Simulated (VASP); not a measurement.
Input of a VASP 6.6.1 run:

INCAR

```
  ALGO = Normal
  EDIFF = 1E-8
  ENCUT = 520
  IBRION = 8
  ISIF = 2
  ISMEAR = -1
  LASPH = T
  LCHARG = T
  LREAL = F
  LWAVE = F
  NBANDS = 16
  NELM = 100
  NSW = 1
  PREC = Accurate
  SIGMA = 0.15
```

Contents of KPOINTS:

```
k-points
0
Gamma
  18 18 14
```

Contents of POSCAR:

```
CrB2
1.0
    2.9416025938      0.0000000000      0.0000000000
   -1.4708012969      2.5475025741      0.0000000000
    0.0000000000      0.0000000000      2.8538664798
Cr B
1 2
Direct
    0.0000000000      0.0000000000      0.0000000000
    0.3333333333      0.6666666667      0.5000000000
    0.6666666667      0.3333333333      0.5000000000
```

Potentials or basis: VASP PAW LDA potentials, release 64 (Cr_pv, B).

Launch:

```console
$ cat potpaw_LDA.64/Cr_pv/POTCAR potpaw_LDA.64/B/POTCAR > POTCAR
$ mpirun -np 1 vasp_std > vasp.out
```

Problem. What does it give for the highest phonon frequency at Γ?

Solution. 957 cm⁻¹.

Phonon frequencies in cm⁻¹ (negative: imaginary):
```tsv
q point	frequencies
(0.000, 0.000, 0.000)	0 0 0 448 448 460 559 957 957
```

Caveat: the cell stands under pressure or tension, which shifts response properties; the run has no spin polarisation, though such a crystal can be magnetic. Spin polarisation is off, so any magnetic state and its effect on volume and gap are missing.
